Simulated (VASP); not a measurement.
# Ti3S2 (R32) in VASP: a series of runs

Runs on Ti3S2. Level: PBE. Tasks: single point.

Program: VASP 6.6.1. These are calculated values, not measurements. Logs are shortened: lines on timing, memory, paths and dates and some standing lists are left out, and cuts for length are marked.

**1. The cell of the first run**

It takes space group R32 (No. 155, trigonal). The conventional cell has a = 5.426 Å, b = 5.426 Å, c = 9.713 Å, α = 90.00°, β = 90.00°, γ = 120.00°. Within 3.3 Å of Ti (site symmetry 2) lie 4 S at 2.42 to 2.44 Å and 8 Ti at 3.12 to 3.24 Å. S (site symmetry 3) has 6 Ti at 2.42 to 2.44 Å and 4 S at 3.13 to 3.26 Å within 3.3 Å.

**2. Single point, PBE**

File INCAR:

```
SYSTEM = Ti3S2
PREC = Accurate ; ENCUT = 520
EDIFF = 1E-7 ; ISMEAR = 1
SIGMA = 0.25 ; LREAL = .False.
LASPH = .True. ; NELM = 80
ALGO = Normal ; ISIF = 2
LWAVE = .False. ; LCHARG = .True.
GGA = PE ; LELF = .True.
LVHAR = .True. ; NBANDS = 32
```

File KPOINTS:

```
Automatic mesh
0
Gamma
  6 6 6
  0 0 0
```

File POSCAR:

```
Ti3S2
1.0
    4.5051990000      0.0000000000      0.0000000000
    1.2374249176      4.3319277006      0.0000000000
    1.2374249176      0.9334470365      4.2301624358
Ti S
3 2
Direct
    0.3356550000      0.6643450000      0.0000000000
    0.6643450000      0.0000000000      0.3356550000
    0.0000000000      0.3356550000      0.6643450000
    0.8321610000      0.8321610000      0.8321610000
    0.1678390000      0.1678390000      0.1678390000
```

Potentials or basis: VASP PAW PBE potentials, release 64 (Ti_sv, S).

On the command line:

```sh
$ cat potpaw_PBE.64/Ti_sv/POTCAR potpaw_PBE.64/S/POTCAR > POTCAR
$ mpirun -np 1 vasp_std > vasp.out
```

OUTCAR:

```text
SYSTEM = Ti3S2
   PREC = Accurate
   ENCUT = 520
   EDIFF = 1E-7
   ISMEAR = 1
   LREAL = .False.
   LASPH = .True.
   NELM = 80
   ISIF = 2
   GGA = PE

 ion  position               nearest neighbor table
   1  0.336  0.664  0.000-   4 2.42   5 2.42   4 2.44   5 2.44
   2  0.664  0.000  0.336-   5 2.42   4 2.42   5 2.44   4 2.44
   3  0.000  0.336  0.664-   5 2.42   4 2.42   5 2.44   4 2.44
   4  0.832  0.832  0.832-   1 2.42   3 2.42   2 2.42   1 2.44   2 2.44   3 2.44
   5  0.168  0.168  0.168-   2 2.42   3 2.42   1 2.42   2 2.44   1 2.44   3 2.44

  LATTYP: Found a trigonal (rhomboedric) cell.
 ALAT       =     4.5051990000
 COS(alpha) =     0.2746659843

  Lattice vectors:

 A1 = (   4.5051990000,   0.0000000000,   0.0000000000)
 A2 = (   1.2374249176,   4.3319277006,   0.0000000000)
 A3 = (   1.2374249176,   0.9334470365,   4.2301624358)

Analysis of symmetry for initial positions (statically):
=====================================================================
 Subroutine PRICEL returns:
 Original cell was already a primitive cell.

 Routine SETGRP: Setting up the symmetry group for a
 trigonal (rhombohedral) supercell.

 Subroutine GETGRP returns: Found  6 space group operations
 (whereof  6 operations were pure point group operations)
 out of a pool of 12 trial point group operations.

The static configuration has the point symmetry D_3 .

Analysis of symmetry for dynamics (positions and initial velocities):
=====================================================================
 Subroutine PRICEL returns:
 Original cell was already a primitive cell.

 Routine SETGRP: Setting up the symmetry group for a
 trigonal (rhombohedral) supercell.

 Subroutine GETGRP returns: Found  6 space group operations
 (whereof  6 operations were pure point group operations)
 out of a pool of 12 trial point group operations.

The dynamic configuration has the point symmetry D_3 .

 Subroutine INISYM returns: Found  6 space group operations
 (whereof  6 operations are pure point group operations),
 and found     1 'primitive' translations

----------------------------------------------------------------------------------------

                                     Primitive cell

  volume of cell :      82.5567

  direct lattice vectors                    reciprocal lattice vectors
     4.505199000  0.000000000  0.000000000     0.221965778 -0.063405025 -0.050939120
[... 93 lines left out ...]
   LREAL  =      F    real-space projection
   EDIFFG = 0.1E-05   stopping-criterion for IOM
   NSW    =      0    number of steps for IOM
   IBRION =     -1    ionic relax: 0-MD 1-quasi-New 2-CG
   NFREE  =      0    steps in history (QN), initial steepest desc. (CG)
   ISIF   =      2    stress and relaxation
   ISYM   =      2    0-nonsym 1-usesym 2-fastsym
   POTIM  = 0.5000    time-step for ionic-motion
   TEBEG  =    0.0;   TEEND  =   0.0 temperature during run
   PSTRESS=    0.0 pullay stress
   NELECT =      48.0000    total number of electrons
   NUPDOWN=      -1.0000    fix difference up-down
   EMIN   =  10.00;   EMAX   =-10.00  energy-range for DOS
   EFERMI =   0.00;   METHOD = LEGACY
   ISMEAR =     1;   SIGMA  =   0.25  broadening in eV -4-tet -1-fermi 0-gaus
   EFERMI_NEDOS =   21; number of points for ismear=-14 and -15
   IALGO  =     38    algorithm
   IMIX   =      4    mixing-type and parameters
     AMIX     =   0.40;   BMIX     =  1.00
     AMIX_MAG =   1.60;   BMIX_MAG =  1.00
  volume/ion in A,a.u.               =      16.51       111.42
  Fermi-wavevector in a.u.,A,eV,Ry     =   1.366379  2.582082 25.401961  1.866991
  Thomas-Fermi vector in A             =   2.492525
   LORBIT       =      0    0 simple, 1 ext, 2 COOP (PROOUT), +10 PAW based schemes
   GGA     = PE    functional components
   LHFCALC =     F    Hartree Fock is set to
   AEXX    =    0.0000 exact exchange contribution
   IVDW    =     0    specifies the selected vdW correction
   LEPSILON=     F    determine dielectric tensor
   LRPA    =     F    only Hartree local field effects (RPA)
 non-spin polarized calculation
 Methfessel and Paxton  Order N= 1 SIGMA  =   0.25
  energy-cutoff  :      520.00
  volume of cell :       82.56
 maximum number of plane-waves:      2238
 NGX is ok and might be reduce to    36
   NGX = 17   NGY = 17   NGZ = 17

 number of electron      47.9999995 magnetization

 Free energy of the ion-electron system (eV)
  ---------------------------------------------------
  ext. energy  EPLUGINS =         0.00000000
  ---------------------------------------------------
  free energy    TOTEN  =       -36.48734405 eV

  energy without entropy =      -36.52228428  energy(sigma->0) =      -36.49899079

 E-fermi :   8.5478     XC(G=0): -11.2352

 val. band max:        8.5350441377   @ k =   0.0000   0.0000   0.0000
 cond. band min:       8.5831922521   @ k =   0.5000   0.1667   0.1667
 fundamental gap:      0.0481481144
 Fermi energy:         8.5477545415

 k-point     1 :       0.0000    0.0000    0.0000
  band No.  band energies     occupation
      1     -48.4548      2.00000
      2     -48.4062      2.00000
      3     -48.4062      2.00000
      4     -24.8155      2.00000
      5     -24.8155      2.00000
      6     -24.7654      2.00000
[... 829 lines left out ...]
     31      10.8995     -0.00000
     32      11.1409     -0.00000

 [... further k-points ...]

------------------------ aborting loop because EDIFF is reached ----------------------------------------

  FORCE on cell =-STRESS in cart. coord.  units (eV):
  Direction    XX          YY          ZZ          XY          YZ          ZX
  --------------------------------------------------------------------------------------
  -------------------------------------------------------------------------------------
  Total        0.1692052      0.1689951      0.1688968      0.0003676      0.0002228      0.0002953
  in kB        3.2837643      3.2796885      3.2777803      0.0071342      0.0043236      0.0057316
  external PRESSURE =       3.2804110 kB  Pullay stress =       0.0000000 kB

 VOLUME and BASIS-vectors are now :
 -----------------------------------------------------------------------------
  energy-cutoff  :      520.00
  volume of cell :       82.56
      direct lattice vectors                 reciprocal lattice vectors
     4.505199000  0.000000000  0.000000000     0.221965778 -0.063405025 -0.050939120
     1.237424918  4.331927701  0.000000000     0.000000000  0.230844111 -0.050939120
     1.237424918  0.933447037  4.230162436     0.000000000  0.000000000  0.236397542

 POSITION                                       TOTAL-FORCE (eV/Angst)
 -----------------------------------------------------------------------------------
      2.33427      2.87789      0.00000         0.016798     -0.022269      0.000000
      3.40835      0.31332      1.41988        -0.016798      0.004798      0.021746
      1.23742      2.07416      2.81029        -0.000000      0.017470     -0.021746
      5.80852      4.38164      3.52018        -0.019602     -0.014787     -0.011879
      1.17152      0.88374      0.70999         0.019602      0.014787      0.011879
 -----------------------------------------------------------------------------------
    total drift:                                0.000000     -0.000000      0.000000

  FREE ENERGIE OF THE ION-ELECTRON SYSTEM (eV)
  ---------------------------------------------------
  free  energy   TOTEN  =       -36.4873440474 eV

  energy  without entropy=      -36.5222842829  energy(sigma->0) =      -36.49899079
```

OSZICAR:

```text
N       E                     dE             d eps       ncg     rms          rms(c)
DAV:   1     0.615113578592E+03    0.61511E+03   -0.23690E+04  2048   0.174E+03
DAV:   2     0.412659682722E+02   -0.57385E+03   -0.55623E+03  2072   0.532E+02
DAV:   3    -0.329934905045E+02   -0.74259E+02   -0.71865E+02  3120   0.165E+02
DAV:   4    -0.408593399138E+02   -0.78658E+01   -0.77494E+01  3320   0.475E+01
DAV:   5    -0.412492117358E+02   -0.38987E+00   -0.38967E+00  2920   0.972E+00    0.198E+01
DAV:   6    -0.364466350410E+02    0.48026E+01   -0.31012E+01  2864   0.407E+01    0.754E+00
DAV:   7    -0.364873070514E+02   -0.40672E-01   -0.21112E+00  3088   0.953E+00    0.488E+00
DAV:   8    -0.364874158387E+02   -0.10879E-03   -0.20063E-01  2752   0.272E+00    0.927E-01
DAV:   9    -0.364857885196E+02    0.16273E-02   -0.31197E-02  3248   0.104E+00    0.495E-01
DAV:  10    -0.364872837423E+02   -0.14952E-02   -0.45389E-03  2536   0.538E-01    0.780E-02
DAV:  11    -0.364873397896E+02   -0.56047E-04   -0.50951E-04  3352   0.131E-01    0.387E-02
DAV:  12    -0.364873462602E+02   -0.64706E-05   -0.41402E-05  2520   0.542E-02    0.126E-02
DAV:  13    -0.364873440096E+02    0.22506E-05   -0.12425E-05  3184   0.211E-02    0.273E-03
DAV:  14    -0.364873441191E+02   -0.10951E-06   -0.14112E-06  2840   0.929E-03    0.129E-03
DAV:  15    -0.364873440474E+02    0.71655E-07   -0.80018E-08  1792   0.279E-03
   1 F= -.36487344E+02 E0= -.36498991E+02  d E =0.349402E-01
```

stdout:

```text
POSCAR found type information on POSCAR TiS
 POSCAR found :  2 types and       5 ions
 scaLAPACK will be used
 LDA part: xc-table for (Slater+PW92), standard interpolation
 POSCAR, INCAR and KPOINTS ok, starting setup
 FFT: planning ... GRIDC
 FFT: planning ... GRID_SOFT
 FFT: planning ... GRID
 WAVECAR not read
 entering main loop
```

Run time: 2.9 min. Hardware: 1 thread of Intel Xeon 8259CL, shared host; peak memory 0.24 GiB.

Results:

```yaml
Free_energy: -36.4873 eV
Pressure: 0.3 GPa
Largest_force: 0.028 eV/Å
Band_gap_on_the_k_mesh: zero (bands 24 and 25 overlap by 0.21 eV)
```

Forces on the atoms (eV/Å):
```
Ti   0.017 -0.022  0.000
Ti  -0.017  0.005  0.022
Ti   0.000  0.017 -0.022
S   -0.020 -0.015 -0.012
S    0.020  0.015  0.012
```

**3. Single point, PBE**

File INCAR:

```
SYSTEM = Ti3S2
PREC = Accurate
ENCUT = 520
EDIFF = 1E-6
ISMEAR = 1
SIGMA = 0.15
LREAL = .False.
LASPH = .True.
NELM = 80
ALGO = Normal
ISIF = 2
LWAVE = .False.
LCHARG = .False.
GGA = PE
NBANDS = 32
```

KPOINTS is that of step 2.

POSCAR is that of step 2.

Potentials or basis: VASP PAW PBE potentials, release 64 (Ti_sv, S).

On the command line:

```sh
$ cat potpaw_PBE.64/Ti_sv/POTCAR potpaw_PBE.64/S/POTCAR > POTCAR
$ mpirun -np 1 vasp_std > vasp.out
```

OUTCAR:

```text
SYSTEM = Ti3S2
   PREC = Accurate
   ENCUT = 520
   EDIFF = 1E-6
   ISMEAR = 1
   LREAL = .False.
   LASPH = .True.
   NELM = 80
   ISIF = 2
   GGA = PE

 ion  position               nearest neighbor table
   1  0.336  0.664  0.000-   4 2.42   5 2.42   4 2.44   5 2.44
   2  0.664  0.000  0.336-   5 2.42   4 2.42   5 2.44   4 2.44
   3  0.000  0.336  0.664-   5 2.42   4 2.42   5 2.44   4 2.44
   4  0.832  0.832  0.832-   1 2.42   3 2.42   2 2.42   1 2.44   2 2.44   3 2.44
   5  0.168  0.168  0.168-   2 2.42   3 2.42   1 2.42   2 2.44   1 2.44   3 2.44

  LATTYP: Found a trigonal (rhomboedric) cell.
 ALAT       =     4.5051990000
 COS(alpha) =     0.2746659843

  Lattice vectors:

 A1 = (   4.5051990000,   0.0000000000,   0.0000000000)
 A2 = (   1.2374249176,   4.3319277006,   0.0000000000)
 A3 = (   1.2374249176,   0.9334470365,   4.2301624358)

Analysis of symmetry for initial positions (statically):
=====================================================================
 Subroutine PRICEL returns:
 Original cell was already a primitive cell.

 Routine SETGRP: Setting up the symmetry group for a
 trigonal (rhombohedral) supercell.

 Subroutine GETGRP returns: Found  6 space group operations
 (whereof  6 operations were pure point group operations)
 out of a pool of 12 trial point group operations.

The static configuration has the point symmetry D_3 .

Analysis of symmetry for dynamics (positions and initial velocities):
=====================================================================
 Subroutine PRICEL returns:
 Original cell was already a primitive cell.

 Routine SETGRP: Setting up the symmetry group for a
 trigonal (rhombohedral) supercell.

 Subroutine GETGRP returns: Found  6 space group operations
 (whereof  6 operations were pure point group operations)
 out of a pool of 12 trial point group operations.

The dynamic configuration has the point symmetry D_3 .
[... 124 lines left out ...]
     AMIX     =   0.40;   BMIX     =  1.00
     AMIX_MAG =   1.60;   BMIX_MAG =  1.00
  volume/ion in A,a.u.               =      16.51       111.42
  Fermi-wavevector in a.u.,A,eV,Ry     =   1.366379  2.582082 25.401961  1.866991
  Thomas-Fermi vector in A             =   2.492525
   LORBIT       =      0    0 simple, 1 ext, 2 COOP (PROOUT), +10 PAW based schemes
   GGA     = PE    functional components
   LHFCALC =     F    Hartree Fock is set to
   AEXX    =    0.0000 exact exchange contribution
   IVDW    =     0    specifies the selected vdW correction
   LEPSILON=     F    determine dielectric tensor
   LRPA    =     F    only Hartree local field effects (RPA)
 non-spin polarized calculation
 Methfessel and Paxton  Order N= 1 SIGMA  =   0.15
  energy-cutoff  :      520.00
  volume of cell :       82.56
 maximum number of plane-waves:      2238
 NGX is ok and might be reduce to    36
   NGX = 17   NGY = 17   NGZ = 17

 number of electron      47.9999995 magnetization

 Free energy of the ion-electron system (eV)
  ---------------------------------------------------
  ext. energy  EPLUGINS =         0.00000000
  ---------------------------------------------------
  free energy    TOTEN  =       -36.49685726 eV

  energy without entropy =      -36.50343956  energy(sigma->0) =      -36.49905136

 E-fermi :   8.5362     XC(G=0): -11.2351

 val. band max:        8.5135866735   @ k =   0.3333   0.0000   0.0000
 cond. band min:       8.5361875701   @ k =   0.0000   0.0000   0.0000
 fundamental gap:      0.0226008966
 Fermi energy:         8.5361654372

 k-point     1 :       0.0000    0.0000    0.0000
  band No.  band energies     occupation
      1     -48.4526      2.00000
      2     -48.4039      2.00000
      3     -48.4039      2.00000
      4     -24.8139      2.00000
      5     -24.8139      2.00000
      6     -24.7643      2.00000
[... 829 lines left out ...]
     31      10.9007     -0.00000
     32      11.1424     -0.00000

 [... further k-points ...]

------------------------ aborting loop because EDIFF is reached ----------------------------------------

  FORCE on cell =-STRESS in cart. coord.  units (eV):
  Direction    XX          YY          ZZ          XY          YZ          ZX
  --------------------------------------------------------------------------------------
  -------------------------------------------------------------------------------------
  Total        0.2002396      0.1950214      0.1925785      0.0091338      0.0055354      0.0073380
  in kB        3.8860497      3.7847805      3.7373704      0.1772596      0.1074257      0.1424090
  external PRESSURE =       3.8027336 kB  Pullay stress =       0.0000000 kB

 VOLUME and BASIS-vectors are now :
 -----------------------------------------------------------------------------
  energy-cutoff  :      520.00
  volume of cell :       82.56
      direct lattice vectors                 reciprocal lattice vectors
     4.505199000  0.000000000  0.000000000     0.221965778 -0.063405025 -0.050939120
     1.237424918  4.331927701  0.000000000     0.000000000  0.230844111 -0.050939120
     1.237424918  0.933447037  4.230162436     0.000000000  0.000000000  0.236397542

 POSITION                                       TOTAL-FORCE (eV/Angst)
 -----------------------------------------------------------------------------------
      2.33427      2.87789      0.00000         0.022410     -0.029708      0.000000
      3.40835      0.31332      1.41988        -0.022410      0.006402      0.029010
      1.23742      2.07416      2.81029         0.000000      0.023307     -0.029010
      5.80852      4.38164      3.52018        -0.018657     -0.014074     -0.011307
      1.17152      0.88374      0.70999         0.018657      0.014074      0.011307
 -----------------------------------------------------------------------------------
    total drift:                                0.000000     -0.000000      0.000000

  FREE ENERGIE OF THE ION-ELECTRON SYSTEM (eV)
  ---------------------------------------------------
  free  energy   TOTEN  =       -36.4968572601 eV

  energy  without entropy=      -36.5034395622  energy(sigma->0) =      -36.49905136
```

stdout:

```text
POSCAR found type information on POSCAR TiS
 POSCAR found :  2 types and       5 ions
 scaLAPACK will be used
 LDA part: xc-table for (Slater+PW92), standard interpolation
 POSCAR, INCAR and KPOINTS ok, starting setup
 FFT: planning ... GRIDC
 FFT: planning ... GRID_SOFT
 FFT: planning ... GRID
 WAVECAR not read
 entering main loop
```

Wall time 2.5 min (1 thread of Intel Xeon 8259CL, shared host); peak memory 0.24 GiB.

What came out:

```
Free energy            : -36.4969 eV
Pressure               : 0.4 GPa
Largest force          : 0.037 eV/Å
Band gap on the k mesh : zero (bands 24 and 25 overlap by 0.22 eV)
```

Forces on the atoms (eV/Å):
```
Ti   0.022 -0.030  0.000
Ti  -0.022  0.006  0.029
Ti   0.000  0.023 -0.029
S   -0.019 -0.014 -0.011
S    0.019  0.014  0.011
```

Levels at points of the mesh, in eV from the Fermi level:
| k point | band 20 | band 21 | band 22 | band 23 | band 24 | band 25 | band 26 | band 27 | band 28 | band 29 |
| --- | --- | --- | --- | --- | --- | --- | --- | --- | --- | --- |
| (0.00, 0.00, 0.00) | -3.92 | -2.13 | -1.40 | 0.00 | 0.00 | 0.58 | 0.58 | 1.79 | 1.79 | 1.93 |
| (0.50, 0.00, 0.00) | -3.28 | -0.92 | -0.88 | -0.66 | -0.43 | -0.14 | 0.85 | 1.30 | 1.39 | 1.84 |
| (0.50, 0.50, 0.00) | -3.39 | -1.44 | -1.01 | -0.68 | -0.20 | 0.11 | 0.69 | 1.38 | 1.54 | 1.54 |
| (0.50, 0.50, 0.50) | -4.11 | -0.81 | -0.15 | -0.15 | -0.05 | 0.32 | 0.32 | 0.83 | 0.83 | 1.90 |

(Part 1 of 2 ends here.)
